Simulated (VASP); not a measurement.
Runs of VASP 6.6.1 on CaO (Lime). The structure is that of space group Fm-3m (No. 225), or close to it. The cells are those of the table. 

```csv
cell,gap on the mesh (eV),pressure (GPa)
"a = 3.369 Å, angles 60.0°, 2 atoms",3.72,5.4
"a = 3.334 Å, angles 60.0°, 2 atoms",(b),9.8
"a = 3.437 Å, angles 60.0°, 2 atoms",3.73,-1.4
"a = 3.470 Å, angles 60.0°, 2 atoms",3.73,(a)
```

Alike in all rows: task single point; level PBE; potentials or basis VASP PAW PBE potentials, release 64 (Ca_sv, O); no spin polarisation; k mesh 7 × 7 × 7; cutoff (eV) 520; smearing gaussian 0.01 eV.

Task: Fill in the values left out.

Result: (a) -4.0; (b) 3.71.

A k mesh can miss the band edges.
